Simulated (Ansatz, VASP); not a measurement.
Bi2Te3 in VASP and in Ansatz

INCAR

```
  PREC = Accurate
  ENCUT = 520
  EDIFF = 1E-6
  ISMEAR = -1
  SIGMA = 0.08
  LREAL = False
  LASPH = True
  NELM = 60
  ALGO = Normal
  ISIF = 2
  LWAVE = False
  LCHARG = False
  GGA = PE
  NBANDS = 32
```

KPOINTS

```
Automatic mesh
0
Gamma
  8 8 8
```

The input POSCAR:

```
Bi2Te3
1.0
    2.2085012539      1.2750787934      9.6482699000
   -2.2085012539      1.2750787934      9.6482699000
    0.0000000000     -2.5501575869      9.6482699000
Bi Te
2 3
Direct
    0.8120000000      0.8120000000      0.8120000000
    0.4020000000      0.4020000000      0.4020000000
    0.6110000000      0.6110000000      0.6110000000
    0.2000000000      0.2000000000      0.2000000000
    0.0000000000      0.0000000000      0.0000000000
```

Input for Ansatz:

```yaml
crystal:
  lattice:
    - [2.2085012539, 1.2750787934, 9.6482699]
    - [-2.2085012539, 1.2750787934, 9.6482699]
    - [0.0, -2.5501575869, 9.6482699]
  atoms:
    - { symbol: Bi, position: [0.812, 0.812, 0.812] }
    - { symbol: Bi, position: [0.402, 0.402, 0.402] }
    - { symbol: Te, position: [0.611, 0.611, 0.611] }
    - { symbol: Te, position: [0.2, 0.2, 0.2] }
    - { symbol: Te, position: [0.0, 0.0, 0.0] }
kpoints:
  mp_grid: { grid: [8, 8, 8] }
  band_path:
    path:
      - [0.0, 0.0, 0.0]
      - [0.5, 0.5, 0.5]
      - [0.8216898239, 0.1783101761, 0.5]
      - [0.5, -0.1783101761, 0.1783101761]
      - [0.5, 0.0, 0.0]
      - [0.0, 0.0, 0.0]
      - [0.339155088, -0.339155088, 0.0]
      - [0.660844912, 0.0, 0.339155088]
      - [0.5, 0.0, 0.5]
    npoints: 5
scf:
  occupations: { method: fermi_dirac, width: 0.08 }
hamiltonian:
  xc: pbe
  pseudopotentials: { kind: all_electron, lapw: { basis_error: 0.001 } }
output:
  forces: true
  stress: true
  eigenvalues: true
```

Change from the starting cell: zz strain of -3 %.

Alike in both runs: task single point; functional PBE; k mesh 8 × 8 × 8; occupations fermi-dirac, width 0.08 eV; no spin polarisation.

|  | VASP | Ansatz |
| --- | --- | --- |
| version | VASP 6.6.1 | Ansatz 0.2.0 |
| potentials or method | VASP PAW PBE potentials, release 64 (Bi_d, Te), cutoff 520 eV | all-electron LAPW, scalar-relativistic |

```csv
,VASP,Ansatz,Ansatz less VASP
pressure (GPa),3.4,3.4,+0.05
"traceless stress, the component that is largest in VASP (GPa)",-0.21,-0.20,+0.010
rms of the force components (eV/Å),0.543,0.540,-0.0034
```

Atom by atom the forces differ by 0.004 eV/Å (rms over components). Ansatz ran all-electron here, and VASP with PAW potentials.

Spin-orbit coupling is off throughout.
